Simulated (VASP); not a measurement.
Here is a VASP 6.6.1 calculation.

Contents of INCAR:

```
SYSTEM = Si
PREC = Accurate ; ENCUT = 520
EDIFF = 1E-7 ; ISMEAR = 0
SIGMA = 0.03 ; LREAL = .FALSE.
LASPH = .TRUE. ; NELM = 100
ALGO = Normal ; ISIF = 2
LWAVE = .FALSE. ; LCHARG = .TRUE.
GGA = CA ; LELF = .TRUE.
LVHAR = .TRUE. ; NBANDS = 16
```

The input KPOINTS:

```
regular mesh
0
G
  10 10 10
  0 0 0
```

The input POSCAR:

```
Si
1.0
   -3.2517527797      3.2517527797      1.9369904214
    3.2517527797     -3.2517527797      1.9369904214
    3.2517527797      3.2517527797     -1.9369904214
Si
4
Direct
    0.1788433299      0.1788433299      0.3576866598
    0.8211566701      0.8211566701      0.6423133402
    0.1788433299      0.8211566701      0.0000000000
    0.8211566701      0.1788433299      0.0000000000
```

Potentials or basis: VASP PAW LDA potentials, release 64 (Si).

Command:

```sh
$ cat potpaw_LDA.64/Si/POTCAR > POTCAR
$ mpirun -np 1 vasp_std > vasp.out
```

Question: Estimate the largest force.

Answer: 0.403 eV/Å.

Question: What does it give for the pressure?

Answer: 1.4 GPa.

Question: What does it give for the band gap on the k mesh?

Answer: Zero (band 8 reaches 5.82 eV, above the bottom of band 9 at 5.78 eV).

Stress tensor (GPa, compression positive):
```
 3.30  0.00  0.00
 0.00  3.30  0.00
 0.00  0.00 -2.28
```

Caveat: the cell differs from its parent crystal (strain -0.015 along x and y, +0.015 along z).
